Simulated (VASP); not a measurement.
BiIr: single point with PBE

The system is BiIr.

```
CELL_PARAMETERS angstrom
0.00000 3.16650 3.16650
3.16650 0.00000 3.16650
3.16650 3.16650 0.00000
ATOMIC_POSITIONS crystal
Ir 0.00000 0.00000 0.00000
Bi 0.25000 0.25000 0.25000
```

* Program: VASP 6.6.1
* Task: single point
* Functional: PBE
* Potentials or basis: VASP PAW PBE potentials, release 64 (Ir, Bi_d)
* Cutoff: 500 eV
* k mesh: 10 × 10 × 10
* Occupations: gaussian, width 0.05 eV
* Spin: no spin polarisation

```
Pressure               : -6.3 GPa
Band gap on the k mesh : zero (bands 12 and 13 overlap by 2.22 eV)
```

Levels at points of the mesh, in eV from the Fermi level:
```csv
k point,band 10,band 11,band 12,band 13,band 14,band 15
"(0.00, 0.00, 0.00)",-1.29,-1.29,1.77,4.27,4.27,4.27
"(0.50, 0.00, 0.00)",-1.23,-1.23,-1.11,2.31,2.31,3.30
"(0.50, 0.50, 0.00)",-1.35,-1.18,-1.14,0.15,0.15,4.56
```

Wall time 22 s on 1 thread of Intel(R) Xeon(R) 6975P-C (Granite Rapids), on a shared host, peak memory 0.23 GiB.

Caveat: the cell stands under tension; spin-orbit coupling is left out, which moves the levels of the heavy elements.
